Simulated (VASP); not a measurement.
# Rb (Im-3m) in VASP: further runs

The runs below take Rb through density of states, with LDA.

Everything below comes from runs of VASP 6.6.1. Logs are shortened: lines on timing, memory, paths and dates and some standing lists are left out, and cuts for length are marked.

## 1. The cell of the first run

The structure is cubic, space group Im-3m (No. 229). The conventional cell has a = 4.055 Å, b = 4.055 Å, c = 4.055 Å, α = 90.00°, β = 90.00°, γ = 90.00°. Within 4.6 Å of Rb (site symmetry m-3m) lie 14 Rb at 3.51 to 4.05 Å.

## 2. Density of states, LDA (volume scaled by 0.43)

Input file POSCAR:

```
Rb
1.0
   -2.0273276086      2.0273276086      2.0273276086
    2.0273276086     -2.0273276086      2.0273276086
    2.0273276086      2.0273276086     -2.0273276086
Rb
1
Direct
    0.0000000000      0.0000000000      0.0000000000
```

Input file INCAR.step1:

```
  PREC = Accurate
  ENCUT = 520
  EDIFF = 1E-6
  ISMEAR = -1
  SIGMA = 0.05
  LREAL = F
  LASPH = T
  NELM = 60
  ALGO = Normal
  ISIF = 2
  LWAVE = F
  LCHARG = T
  GGA = CA
  NBANDS = 10
```

Input file KPOINTS.step1:

```
regular mesh
0
Gamma
  11 11 11
```

Input file INCAR.step2:

```
  PREC = Accurate
  ENCUT = 520
  EDIFF = 1E-6
  ISMEAR = -5
  SIGMA = 0.05
  LREAL = F
  LASPH = T
  NELM = 60
  ALGO = Normal
  ISIF = 2
  LWAVE = F
  LCHARG = F
  GGA = CA
  LORBIT = 11
  NEDOS = 1001
  ICHARG = 11
```

Input file KPOINTS.step2:

```
regular mesh
0
Gamma
  17 17 17
```

Potentials or basis: VASP PAW LDA potentials, release 64 (Rb_sv).

On the command line:

```bash
$ cat potpaw_LDA.64/Rb_sv/POTCAR > POTCAR
$ cp INCAR.step1 INCAR
$ cp KPOINTS.step1 KPOINTS
$ mpirun -np 1 vasp_std > vasp.out
$ cp INCAR.step2 INCAR
$ cp KPOINTS.step2 KPOINTS
$ mpirun -np 1 vasp_std > vasp.out
```

OUTCAR:

```text
PREC = Accurate
   ENCUT = 520
   EDIFF = 1E-6
   ISMEAR = -5
   LREAL = F
   LASPH = T
   NELM = 60
   ISIF = 2
   GGA = CA
   LORBIT = 11
   ICHARG = 11

 ion  position               nearest neighbor table
   1  0.000  0.000  0.000-

  LATTYP: Found a body centered cubic cell.
 ALAT       =     4.0546552172

  Lattice vectors:

 A1 = (  -2.0273276086,   2.0273276086,   2.0273276086)
 A2 = (   2.0273276086,  -2.0273276086,   2.0273276086)
 A3 = (   2.0273276086,   2.0273276086,  -2.0273276086)

Analysis of symmetry for initial positions (statically):
=====================================================================
 Subroutine PRICEL returns:
 Original cell was already a primitive cell.

 Routine SETGRP: Setting up the symmetry group for a
 body centered cubic supercell.

 Subroutine GETGRP returns: Found 48 space group operations
 (whereof 48 operations were pure point group operations)
 out of a pool of 48 trial point group operations.

The static configuration has the point symmetry O_h .

Analysis of symmetry for dynamics (positions and initial velocities):
=====================================================================
 Subroutine PRICEL returns:
 Original cell was already a primitive cell.

 Routine SETGRP: Setting up the symmetry group for a
 body centered cubic supercell.

 Subroutine GETGRP returns: Found 48 space group operations
 (whereof 48 operations were pure point group operations)
 out of a pool of 48 trial point group operations.

The dynamic configuration has the point symmetry O_h .

 Subroutine INISYM returns: Found 48 space group operations
 (whereof 48 operations are pure point group operations),
 and found     1 'primitive' translations

----------------------------------------------------------------------------------------

                                     Primitive cell

  volume of cell :      33.3297

  direct lattice vectors                    reciprocal lattice vectors
    -2.027327609  2.027327609  2.027327609     0.000000000  0.246630095  0.246630095
     2.027327609 -2.027327609  2.027327609     0.246630095  0.000000000  0.246630095
     2.027327609  2.027327609 -2.027327609     0.246630095  0.246630095  0.000000000

  length of vectors
     3.511434422  3.511434422  3.511434422     0.348787625  0.348787625  0.348787625

  position of ions in fractional coordinates (direct lattice)
     0.000000000  0.000000000  0.000000000

  ion indices of the primitive-cell ions
[... 76 lines left out ...]
   EDIFF  = 0.1E-05   stopping-criterion for ELM
   LREAL  =      F    real-space projection
   EDIFFG = 0.1E-04   stopping-criterion for IOM
   NSW    =      0    number of steps for IOM
   IBRION =     -1    ionic relax: 0-MD 1-quasi-New 2-CG
   NFREE  =      0    steps in history (QN), initial steepest desc. (CG)
   ISIF   =      2    stress and relaxation
   ISYM   =      2    0-nonsym 1-usesym 2-fastsym
   POTIM  = 0.5000    time-step for ionic-motion
   TEBEG  =    0.0;   TEEND  =   0.0 temperature during run
   PSTRESS=    0.0 pullay stress
   NELECT =       9.0000    total number of electrons
   NUPDOWN=      -1.0000    fix difference up-down
   EMIN   =  10.00;   EMAX   =-10.00  energy-range for DOS
   EFERMI =   0.00;   METHOD = LEGACY
   ISMEAR =    -5;   SIGMA  =   0.05  broadening in eV -4-tet -1-fermi 0-gaus
   EFERMI_NEDOS =   21; number of points for ismear=-14 and -15
   IALGO  =     38    algorithm
   IMIX   =      4    mixing-type and parameters
     AMIX     =   0.40;   BMIX     =  1.00
     AMIX_MAG =   1.60;   BMIX_MAG =  1.00
  volume/ion in A,a.u.               =      33.33       224.92
  Fermi-wavevector in a.u.,A,eV,Ry     =   1.058145  1.999604 15.234039  1.119670
  Thomas-Fermi vector in A             =   2.193443
   LORBIT       =     11    0 simple, 1 ext, 2 COOP (PROOUT), +10 PAW based schemes
   GGA     = CA    functional components
   LHFCALC =     F    Hartree Fock is set to
   AEXX    =    0.0000 exact exchange contribution
   IVDW    =     0    specifies the selected vdW correction
   LEPSILON=     F    determine dielectric tensor
   LRPA    =     F    only Hartree local field effects (RPA)
 non-spin polarized calculation
 Fermi weights with tetrahedron method with Bloechl corrections
  energy-cutoff  :      520.00
  volume of cell :       33.33
 maximum number of plane-waves:       935
 NGX is ok and might be reduce to    28

 number of electron       9.0000000 magnetization

 Free energy of the ion-electron system (eV)
  ---------------------------------------------------
  ext. energy  EPLUGINS =         0.00000000
  ---------------------------------------------------
  free energy    TOTEN  =        -0.14001305 eV

  energy without entropy =       -0.14001305  energy(sigma->0) =       -0.14001305

 E-fermi :   3.4919     XC(G=0):  -8.9458

 val. band max:        3.4838695343   @ k =  -0.3529   0.4118   0.1176
 cond. band min:       3.4804740488   @ k =  -0.4118   0.4706   0.1176
 fundamental gap:     -0.0033954855
 Fermi energy:         3.4919245584

 k-point     1 :       0.0000    0.0000    0.0000
  band No.  band energies     occupation
      1     -25.7175      2.00000
      2      -8.9823      2.00000
      3      -8.9823      2.00000
      4      -8.9823      2.00000
      5       0.4108      2.00000
      6       7.6846      0.00000
      7       7.6846      0.00000
      8       7.6846      0.00000
[... 243 lines left out ...]
 k-point    24 :       0.1765    0.1765    0.0000
  band No.  band energies     occupation
      1     -25.5278      2.00000
      2     -10.1770      2.00000
      3      -9.3647      2.00000
      4      -9.1104      2.00000
      5       2.8533      2.01807
      6       5.6367      0.00000
      7       6.1447      0.00000
      8       9.0542      0.00000

 [... further k-points ...]
[... 5 lines left out ...]
  --------------------------------------------------------------------------------------
  -------------------------------------------------------------------------------------
  Total        2.4238439      2.4238439      2.4238439      0.0000000      0.0000000     -0.0000000
  in kB      116.5154292    116.5154292    116.5154292      0.0000000      0.0000000     -0.0000000
  external PRESSURE =     116.5154292 kB  Pullay stress =       0.0000000 kB

 VOLUME and BASIS-vectors are now :
 -----------------------------------------------------------------------------
  energy-cutoff  :      520.00
  volume of cell :       33.33
      direct lattice vectors                 reciprocal lattice vectors
    -2.027327609  2.027327609  2.027327609     0.000000000  0.246630095  0.246630095
     2.027327609 -2.027327609  2.027327609     0.246630095  0.000000000  0.246630095
     2.027327609  2.027327609 -2.027327609     0.246630095  0.246630095  0.000000000

 POSITION                                       TOTAL-FORCE (eV/Angst)
 -----------------------------------------------------------------------------------
      0.00000      0.00000      0.00000         0.000000     -0.000000      0.000000
 -----------------------------------------------------------------------------------
    total drift:                                0.000000     -0.000000     -0.000000

  FREE ENERGIE OF THE ION-ELECTRON SYSTEM (eV)
  ---------------------------------------------------
  free  energy   TOTEN  =        -0.1400130518 eV

  energy  without entropy=       -0.1400130518  energy(sigma->0) =       -0.14001305

 total charge

# of ion       s       p       d       tot
------------------------------------------
    1        2.013   5.243   0.090   7.346
```

OUTCAR.step1:

```text
PREC = Accurate
   ENCUT = 520
   EDIFF = 1E-6
   ISMEAR = -1
   LREAL = F
[... 528 lines left out ...]

 POSITION                                       TOTAL-FORCE (eV/Angst)
 -----------------------------------------------------------------------------------
      0.00000      0.00000      0.00000        -0.000000     -0.000000     -0.000000
 -----------------------------------------------------------------------------------
    total drift:                               -0.000000     -0.000000     -0.000000

  FREE ENERGIE OF THE ION-ELECTRON SYSTEM (eV)
  ---------------------------------------------------
  free  energy   TOTEN  =        -0.1421433111 eV

  energy  without entropy=       -0.1305269587  energy(sigma->0) =       -0.13633513
```

Wall time 17 s (1 thread of Intel Xeon 6975P-C (Granite Rapids), shared host); peak memory 0.17 GiB.

Results:

| Item | Value |
| --- | --- |
| Valence electrons inside the program's atomic spheres | Rb 7.35 |

Caveat: tetrahedron occupations give inexact forces and stress in metals.

## 3. Density of states, LDA (volume scaled by 0.43)

POSCAR is that of step 2.

Input file INCAR.step1:

```
PREC = Accurate
ENCUT = 520
EDIFF = 1E-6
ISMEAR = -1
SIGMA = 0.05
LREAL = F
LASPH = T
NELM = 60
ALGO = Normal
ISIF = 2
LWAVE = F
LCHARG = T
NBANDS = 10
```

Input file KPOINTS.step1:

```
Automatic mesh
0
Gamma
  11 11 11
```

Input file INCAR.step2:

```
PREC = Accurate
ENCUT = 520
EDIFF = 1E-6
ISMEAR = -5
SIGMA = 0.05
LREAL = F
LASPH = T
NELM = 60
ALGO = Normal
ISIF = 2
LWAVE = F
LCHARG = F
LORBIT = 11
NBANDS = 10
NEDOS = 2001
ICHARG = 11
```

Input file KPOINTS.step2:

```
Automatic mesh
0
Gamma
  17 17 17
```

Potentials or basis: VASP PAW LDA potentials, release 64 (Rb_sv).

On the command line:

```bash
$ cat potpaw_LDA.64/Rb_sv/POTCAR > POTCAR
$ cp INCAR.step1 INCAR
$ cp KPOINTS.step1 KPOINTS
$ mpirun -np 1 vasp_std > vasp.out
$ cp INCAR.step2 INCAR
$ cp KPOINTS.step2 KPOINTS
$ mpirun -np 1 vasp_std > vasp.out
```

It took 20 s on 1 thread of Intel Xeon 6975P-C (Granite Rapids), shared host; peak memory 0.17 GiB.

It converged, with:

```
Valence electrons inside the program's atomic spheres : Rb 7.35
```

Levels at points of the mesh, in eV from the Fermi level:
| k point | band 3 | band 4 | band 5 | band 6 | band 7 | band 8 |
| --- | --- | --- | --- | --- | --- | --- |
| (0.00, 0.00, 0.00) | -12.47 | -12.47 | -3.08 | 4.19 | 4.19 | 4.19 |

Caveat: tetrahedron occupations give inexact forces and stress in metals.
